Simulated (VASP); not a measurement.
# CsCl (Pm-3m) in VASP: further runs, part 2 of 2

VASP 6.6.1. The steps go on from the part before.

**4. Single point, r2SCAN (volume changed by -6%)**

The input, POSCAR:

```
CsCl
1.0
    4.0561485786      0.0000000000      0.0000000000
    0.0000000000      4.0561485786      0.0000000000
    0.0000000000      0.0000000000      4.0561485786
Cs Cl
1 1
Direct
    0.0000000000      0.0000000000      0.0000000000
    0.5000000000      0.5000000000      0.5000000000
```

The input, INCAR.step1:

```
  PREC = Accurate
  ENCUT = 550
  ISMEAR = 0
  SIGMA = 0.01
  LREAL = F
  LASPH = T
  NELM = 120
  NBANDS = 15
  GGA = PE
  ALGO = Normal
  EDIFF = 1E-5
  LWAVE = T
  LCHARG = F
  GGA_COMPAT = F
```

The input, INCAR.step2:

```
  PREC = Accurate
  ENCUT = 550
  EDIFF = 1E-6
  ISMEAR = 0
  SIGMA = 0.01
  LREAL = F
  LASPH = T
  NELM = 120
  ALGO = Normal
  ISIF = 2
  LWAVE = F
  LCHARG = T
  METAGGA = R2SCAN
  LMIXTAU = T
  LELF = T
  LVHAR = T
  NBANDS = 15
  ISTART = 1
  GGA_COMPAT = F
```

The input, KPOINTS:

```
Automatic mesh
0
Gamma
  6 6 6
```

Started as:

```console
> cat potpaw_PBE.64/Cs_sv/POTCAR potpaw_PBE.64/Cl/POTCAR > POTCAR
> cp INCAR.step1 INCAR
> mpirun -np 1 vasp_std > vasp.out
> cp INCAR.step2 INCAR
> mpirun -np 1 vasp_std > vasp.out
```

Run time: 22 s. Hardware: 1 thread of Intel Xeon 6975P-C (Granite Rapids), shared host; peak memory 0.19 GiB.

Results (log left out):

| Quantity | Value |
| --- | --- |
| Free energy | -35.5066 eV |
| Pressure | 1.4 GPa |
| Band gap on the k mesh | 5.85 eV, direct |

Levels at points of the mesh, in eV from the valence-band top:
| k point | band 4 | band 5 | band 6 | band 7 | band 8 | band 9 | band 10 | band 11 | band 12 | band 13 |
| --- | --- | --- | --- | --- | --- | --- | --- | --- | --- | --- |
| (0.00, 0.00, 0.00) | -5.91 | -5.91 | 0.00 | 0.00 | 0.00 | 5.85 | 5.85 | 6.32 | 10.91 | 10.91 |
| (0.50, 0.00, 0.00) | -5.73 | -5.73 | -1.26 | -0.29 | -0.29 | 6.96 | 8.56 | 9.88 | 10.01 | 10.42 |
| (0.50, 0.50, 0.00) | -6.80 | -5.63 | -0.44 | -0.44 | -0.09 | 6.61 | 6.69 | 8.69 | 8.69 | 13.24 |
| (0.50, 0.50, 0.50) | -6.51 | -6.51 | -1.23 | -1.23 | -1.23 | 9.41 | 9.41 | 9.41 | 11.62 | 11.62 |

Caveat: the cell differs from its parent crystal (volume changed by -6%); the PAW data sets were made with another functional, which shifts forces and pressure a little; spin-orbit coupling is left out, which moves the levels of the heavy elements. A k mesh can miss the band edges.

**5. Single point, r2SCAN (volume changed by -3%)**

The input, POSCAR:

```
CsCl
1.0
    4.0988480173      0.0000000000      0.0000000000
    0.0000000000      4.0988480173      0.0000000000
    0.0000000000      0.0000000000      4.0988480173
Cs Cl
1 1
Direct
    0.0000000000      0.0000000000      0.0000000000
    0.5000000000      0.5000000000      0.5000000000
```

The input, INCAR.step1:

```
SYSTEM = CsCl
  ALGO = Normal
  EDIFF = 1E-5
  ENCUT = 550
  GGA = PE
  GGA_COMPAT = .False.
  ISMEAR = 0
  LASPH = .True.
  LCHARG = .False.
  LREAL = .False.
  LWAVE = .True.
  NBANDS = 15
  NELM = 120
  PREC = Accurate
  SIGMA = 0.01
```

The input, INCAR.step2:

```
SYSTEM = CsCl
  ALGO = Normal
  EDIFF = 1E-6
  ENCUT = 550
  GGA_COMPAT = .False.
  ISIF = 2
  ISMEAR = 0
  ISTART = 1
  LASPH = .True.
  LCHARG = .False.
  LMIXTAU = .True.
  LREAL = .False.
  LWAVE = .False.
  METAGGA = R2SCAN
  NBANDS = 15
  NELM = 120
  PREC = Accurate
  SIGMA = 0.01
```

The input, KPOINTS:

```
k-points
0
Gamma
  6 6 6
  0 0 0
```

Started as:

```console
> cat potpaw_PBE.64/Cs_sv/POTCAR potpaw_PBE.64/Cl/POTCAR > POTCAR
> cp INCAR.step1 INCAR
> mpirun -np 1 vasp_std > vasp.out
> cp INCAR.step2 INCAR
> mpirun -np 1 vasp_std > vasp.out
```

Run time: 22 s. Hardware: 1 thread of Intel Xeon 6975P-C (Granite Rapids), shared host; peak memory 0.19 GiB.

The run converged. Its results:

* Free energy: -35.5204 eV
* Pressure: 0.6 GPa
* Band gap on the k mesh: 5.88 eV, direct

Levels at points of the mesh, in eV from the valence-band top:
| k point | band 6 | band 7 | band 8 | band 9 | band 10 | band 11 |
| --- | --- | --- | --- | --- | --- | --- |
| (0.00, 0.00, 0.00) | 0.00 | 0.00 | 0.00 | 5.88 | 5.88 | 6.15 |
| (0.50, 0.00, 0.00) | -1.19 | -0.25 | -0.25 | 6.95 | 8.40 | 9.78 |
| (0.50, 0.50, 0.00) | -0.44 | -0.44 | -0.07 | 6.58 | 6.67 | 8.66 |
| (0.50, 0.50, 0.50) | -1.15 | -1.15 | -1.15 | 9.26 | 9.26 | 9.26 |

Caveat: the cell differs from its parent crystal (volume changed by -3%); the PAW data sets were made with another functional, which shifts forces and pressure a little; spin-orbit coupling is left out, which moves the levels of the heavy elements.

**6. Single point, r2SCAN**

This run uses another cell than the first one, of 35.50 Å³/atom, 0.927 times its volume.

The input, POSCAR:

```
CsCl
1.0
    4.1406758860      0.0000000000      0.0000000000
    0.0000000000      4.1406758860      0.0000000000
    0.0000000000      0.0000000000      4.1406758860
Cs Cl
1 1
Direct
    0.0000000000      0.0000000000      0.0000000000
    0.5000000000      0.5000000000      0.5000000000
```

The input, INCAR.step1:

```
PREC     = Accurate       # precision mode
ENCUT    = 550            # plane-wave cutoff, eV
ISMEAR   = 0              # smearing method
SIGMA    = 0.01           # smearing width, eV
LREAL    = F              # projectors in reciprocal space
LASPH    = T              # aspherical terms in the spheres
NELM     = 120            # most SCF steps
NBANDS   = 15             # bands
GGA      = PE             # functional
ALGO     = Normal         # electronic algorithm
EDIFF    = 1E-5           # SCF threshold, eV
LWAVE    = T              # write WAVECAR
LCHARG   = F              # write CHGCAR
GGA_COMPAT= F
```

The input, INCAR.step2:

```
PREC     = Accurate       # precision mode
ENCUT    = 550            # plane-wave cutoff, eV
EDIFF    = 1E-6           # SCF threshold, eV
ISMEAR   = 0              # smearing method
SIGMA    = 0.01           # smearing width, eV
LREAL    = F              # projectors in reciprocal space
LASPH    = T              # aspherical terms in the spheres
NELM     = 120            # most SCF steps
ALGO     = Normal         # electronic algorithm
ISIF     = 2              # what is computed and relaxed
LWAVE    = F              # write WAVECAR
LCHARG   = T              # write CHGCAR
METAGGA  = R2SCAN         # meta-GGA
LMIXTAU  = T            
LELF     = T              # ELF
LVHAR    = T            
NBANDS   = 15             # bands
ISTART   = 1            
GGA_COMPAT= F
```

The input, KPOINTS:

```
regular mesh
0
Gamma
  6 6 6
```

Potentials or basis: VASP PAW PBE potentials, release 64 (Cs_sv, Cl).

Started as:

```console
> cat potpaw_PBE.64/Cs_sv/POTCAR potpaw_PBE.64/Cl/POTCAR > POTCAR
> cp INCAR.step1 INCAR
> mpirun -np 1 vasp_std > vasp.out
> cp INCAR.step2 INCAR
> mpirun -np 1 vasp_std > vasp.out
```

OUTCAR:

```text
PREC = Accurate
   ENCUT = 550
   EDIFF = 1E-6
   ISMEAR = 0
   LREAL = F
   LASPH = T
   NELM = 120
   ISIF = 2
   METAGGA = R2SCAN
   ISTART = 1

 ion  position               nearest neighbor table
   1  0.000  0.000  0.000-
   2  0.500  0.500  0.500-

  LATTYP: Found a simple cubic cell.
 ALAT       =     4.1406758860

  Lattice vectors:

 A1 = (   4.1406758860,   0.0000000000,   0.0000000000)
 A2 = (   0.0000000000,   4.1406758860,   0.0000000000)
 A3 = (   0.0000000000,   0.0000000000,   4.1406758860)

Analysis of symmetry for initial positions (statically):
=====================================================================
 Subroutine PRICEL returns:
 Original cell was already a primitive cell.

 Routine SETGRP: Setting up the symmetry group for a
 simple cubic supercell.

 Subroutine GETGRP returns: Found 48 space group operations
 (whereof 48 operations were pure point group operations)
 out of a pool of 48 trial point group operations.

The static configuration has the point symmetry O_h .

Analysis of symmetry for dynamics (positions and initial velocities):
=====================================================================
 Subroutine PRICEL returns:
 Original cell was already a primitive cell.

 Routine SETGRP: Setting up the symmetry group for a
 simple cubic supercell.

 Subroutine GETGRP returns: Found 48 space group operations
 (whereof 48 operations were pure point group operations)
 out of a pool of 48 trial point group operations.

The dynamic configuration has the point symmetry O_h .

 Subroutine INISYM returns: Found 48 space group operations
 (whereof 48 operations are pure point group operations),
 and found     1 'primitive' translations

----------------------------------------------------------------------------------------

                                     Primitive cell

  volume of cell :      70.9927

  direct lattice vectors                    reciprocal lattice vectors
     4.140675886  0.000000000  0.000000000     0.241506466  0.000000000  0.000000000
     0.000000000  4.140675886  0.000000000     0.000000000  0.241506466  0.000000000
     0.000000000  0.000000000  4.140675886     0.000000000  0.000000000  0.241506466

  length of vectors
     4.140675886  4.140675886  4.140675886     0.241506466  0.241506466  0.241506466

  position of ions in fractional coordinates (direct lattice)
     0.000000000  0.000000000  0.000000000
     0.500000000  0.500000000  0.500000000

  ion indices of the primitive-cell ions
   primitive index   ion index
                 1           1
                 2           2

----------------------------------------------------------------------------------------

 KPOINTS: regular mesh

Automatic generation of k-mesh.
 Grid dimensions read from file:
 generate k-points for:    6    6    6

 Generating k-lattice:

  Cartesian coordinates                     Fractional coordinates (reciprocal lattice)
     0.040251078  0.000000000  0.000000000     0.166666667  0.000000000  0.000000000
     0.000000000  0.040251078  0.000000000     0.000000000  0.166666667  0.000000000
     0.000000000  0.000000000  0.040251078     0.000000000  0.000000000  0.166666667

  Length of vectors
     0.040251078  0.040251078  0.040251078

  Shift w.r.t. Gamma in fractional coordinates (k-lattice)
     0.000000000  0.000000000  0.000000000

 Subroutine IBZKPT returns following result:
 ===========================================

 Found     20 irreducible k-points:

 Following reciprocal coordinates:
            Coordinates               Weight
  0.000000  0.000000  0.000000      1.000000
  0.166667  0.000000  0.000000      6.000000
  0.333333  0.000000  0.000000      6.000000
  0.500000  0.000000  0.000000      3.000000
  0.166667  0.166667  0.000000     12.000000
  0.333333  0.166667  0.000000     24.000000
[... 12 lines left out ...]
  0.500000  0.500000  0.333333      6.000000
  0.500000  0.500000  0.500000      1.000000
   k-points           NKPTS =     20   k-points in BZ     NKDIM =     20   number of bands    NBANDS=     15
   number of dos      NEDOS =    301   number of ions     NIONS =      2
   total plane-waves  NPLWV =  32768
   dimension x,y,z NGX =    32 NGY =   32 NGZ =   32
   dimension x,y,z NGXF=    64 NGYF=   64 NGZF=   64
   ions per type =               1   1
   NGX,Y,Z   is equivalent  to a cutoff of  12.85, 12.85, 12.85 a.u.
   NGXF,Y,Z  is equivalent  to a cutoff of  25.70, 25.70, 25.70 a.u.
 SYSTEM =  unknown system
   PREC   = accura    normal or accurate (medium, high low for compatibility)
   ISTART =      1    job   : 0-new  1-cont  2-samecut
   ICHARG =      0    charge: 1-file 2-atom 10-const
   ISPIN  =      1    spin polarized calculation?
   LNONCOLLINEAR =      F non collinear calculations
   LSORBIT =      F    spin-orbit coupling
   LASPH  =      T    aspherical Exc in radial PAW
   ENCUT  =  550.0 eV  40.42 Ry    6.36 a.u.   7.92  7.92  7.92*2*pi/ulx,y,z
   NELM   =    120;   NELMIN=  2; NELMDL=  0     # of ELM steps
   EDIFF  = 0.1E-05   stopping-criterion for ELM
   LREAL  =      F    real-space projection
   EDIFFG = 0.1E-04   stopping-criterion for IOM
   NSW    =      0    number of steps for IOM
   IBRION =     -1    ionic relax: 0-MD 1-quasi-New 2-CG
   NFREE  =      0    steps in history (QN), initial steepest desc. (CG)
   ISIF   =      2    stress and relaxation
   ISYM   =      2    0-nonsym 1-usesym 2-fastsym
   POTIM  = 0.5000    time-step for ionic-motion
   TEBEG  =    0.0;   TEEND  =   0.0 temperature during run
   PSTRESS=    0.0 pullay stress
   NELECT =      16.0000    total number of electrons
   NUPDOWN=      -1.0000    fix difference up-down
   EMIN   =  10.00;   EMAX   =-10.00  energy-range for DOS
   EFERMI =   0.00;   METHOD = LEGACY
   ISMEAR =     0;   SIGMA  =   0.01  broadening in eV -4-tet -1-fermi 0-gaus
   EFERMI_NEDOS =   21; number of points for ismear=-14 and -15
   IALGO  =     38    algorithm
   IMIX   =      4    mixing-type and parameters
     AMIX     =   0.40;   BMIX     =  1.00
     AMIX_MAG =   1.60;   BMIX_MAG =  1.00
  volume/ion in A,a.u.               =      35.50       239.54
  Fermi-wavevector in a.u.,A,eV,Ry     =   0.996270  1.882677 13.504508  0.992553
  Thomas-Fermi vector in A             =   2.128347
   LORBIT       =      0    0 simple, 1 ext, 2 COOP (PROOUT), +10 PAW based schemes
   METAGGA = R2SCAN    functional components
   LHFCALC =     F    Hartree Fock is set to
   AEXX    =    0.0000 exact exchange contribution
   IVDW    =     0    specifies the selected vdW correction
   LEPSILON=     F    determine dielectric tensor
   LRPA    =     F    only Hartree local field effects (RPA)
 non-spin polarized calculation
 Gauss-broadening in eV      SIGMA  =   0.01
  energy-cutoff  :      550.00
  volume of cell :       70.99
 maximum number of plane-waves:      2103
 NGX is ok and might be reduce to    32
   NGX = 15   NGY = 15   NGZ = 15

 number of electron      16.0000001 magnetization

 Free energy of the ion-electron system (eV)
  ---------------------------------------------------
  ext. energy  EPLUGINS =         0.00000000
  ---------------------------------------------------
  free energy    TOTEN  =       -35.52517268 eV

  energy without entropy =      -35.52517268  energy(sigma->0) =      -35.52517268

 E-fermi :  -0.6711     XC(G=0):  -8.6107

 val. band max:       -0.7556477731   @ k =   0.0000   0.0000   0.0000
 cond. band min:       5.1540708333   @ k =   0.0000   0.0000   0.0000
 fundamental gap:      5.9097186064
 Fermi energy:        -0.6710995349

 k-point     1 :       0.0000    0.0000    0.0000
  band No.  band energies     occupation
      1     -20.6598      2.00000
      2     -13.4666      2.00000
      3      -6.7775      2.00000
      4      -6.7775      2.00000
      5      -6.7775      2.00000
      6      -0.7556      2.00000
      7      -0.7556      2.00000
      8      -0.7556      2.00000
      9       5.1541      0.00000
     10       5.1541      0.00000
     11       5.2386      0.00000
     12       9.9451      0.00000
     13       9.9451      0.00000
     14       9.9451      0.00000
[... 329 lines left out ...]
      2     -13.3046      2.00000
      3      -7.3002      2.00000
      4      -7.3002      2.00000
      5      -7.3002      2.00000
      6      -1.8241      2.00000
      7      -1.8241      2.00000
      8      -1.8241      2.00000
      9       8.3688      0.00000
     10       8.3688      0.00000
     11       8.3688      0.00000
     12      10.4845      0.00000
     13      10.4845      0.00000
     14      10.4845      0.00000
     15      12.2596      0.00000

------------------------ aborting loop because EDIFF is reached ----------------------------------------

  FORCE on cell =-STRESS in cart. coord.  units (eV):
  Direction    XX          YY          ZZ          XY          YZ          ZX
  --------------------------------------------------------------------------------------
  -------------------------------------------------------------------------------------
  Total        0.0149601      0.0149601      0.0149601     -0.0000000     -0.0000000      0.0000000
  in kB        0.3376232      0.3376232      0.3376232     -0.0000000     -0.0000000      0.0000000
  external PRESSURE =       0.3376232 kB  Pullay stress =       0.0000000 kB

 VOLUME and BASIS-vectors are now :
 -----------------------------------------------------------------------------
  energy-cutoff  :      550.00
  volume of cell :       70.99
      direct lattice vectors                 reciprocal lattice vectors
     4.140675886  0.000000000  0.000000000     0.241506466  0.000000000  0.000000000
     0.000000000  4.140675886  0.000000000     0.000000000  0.241506466  0.000000000
     0.000000000  0.000000000  4.140675886     0.000000000  0.000000000  0.241506466

 POSITION                                       TOTAL-FORCE (eV/Angst)
 -----------------------------------------------------------------------------------
      0.00000      0.00000      0.00000         0.000000      0.000000      0.000000
      2.07034      2.07034      2.07034         0.000000      0.000000      0.000000
 -----------------------------------------------------------------------------------
    total drift:                                0.000000      0.000000     -0.000000

  FREE ENERGIE OF THE ION-ELECTRON SYSTEM (eV)
  ---------------------------------------------------
  free  energy   TOTEN  =       -35.5251726797 eV

  energy  without entropy=      -35.5251726797  energy(sigma->0) =      -35.52517268
```

Run time: 22 s. Hardware: 1 thread of Intel Xeon 6975P-C (Granite Rapids), shared host; peak memory 0.19 GiB.

Results:

```
Free energy            : -35.5252 eV
Pressure               : 0.0 GPa
Band gap on the k mesh : 5.91 eV, direct
```

Levels at points of the mesh, in eV from the valence-band top:
```
           k point  band 4  band 5  band 6  band 7  band 8  band 9  band 10  band 11  band 12  band 13
(0.00, 0.00, 0.00)   -6.02   -6.02    0.00    0.00    0.00    5.91     5.91     5.99    10.70    10.70
(0.50, 0.00, 0.00)   -5.88   -5.88   -1.12   -0.23   -0.23    6.94     8.24     9.57     9.89    10.16
(0.50, 0.50, 0.00)   -6.78   -5.80   -0.43   -0.43   -0.05    6.55     6.64     8.62     8.62    12.74
(0.50, 0.50, 0.50)   -6.54   -6.54   -1.07   -1.07   -1.07    9.12     9.12     9.12    11.24    11.24
```

Caveat: the PAW data sets were made with another functional, which shifts forces and pressure a little; spin-orbit coupling is left out, which moves the levels of the heavy elements. r2SCAN opens gaps a little over a GGA but as a rule still falls short of measured ones.

**7. The runs side by side**

| level | cell | cutoff (eV) | gap on the mesh (eV) | pressure (GPa) |
| --- | --- | --- | --- | --- |
| PBE | a = 4.247 Å, 2 atoms | 500 | 4.88 | -0.4 |
| PBE | a = 4.288 Å, 2 atoms | 500 | 4.76 | -0.7 |
| r2SCAN | a = 4.056 Å, 2 atoms | 550 | 5.85 | 1.4 |
| r2SCAN | a = 4.099 Å, 2 atoms | 550 | 5.88 | 0.6 |
| r2SCAN | a = 4.141 Å, 2 atoms | 550 | 5.91 | 0.0 |

Alike in all rows: task single point; potentials or basis VASP PAW PBE potentials, release 64 (Cs_sv, Cl); no spin polarisation; k mesh 6 × 6 × 6; smearing gaussian 0.01 eV.

Caveats: spin-orbit coupling is left out, which moves the levels of the heavy elements; the PAW data sets were made with another functional, which shifts forces and pressure a little (some runs).

Total energies depend on the potentials used, so only differences within one code and one set of settings carry meaning.
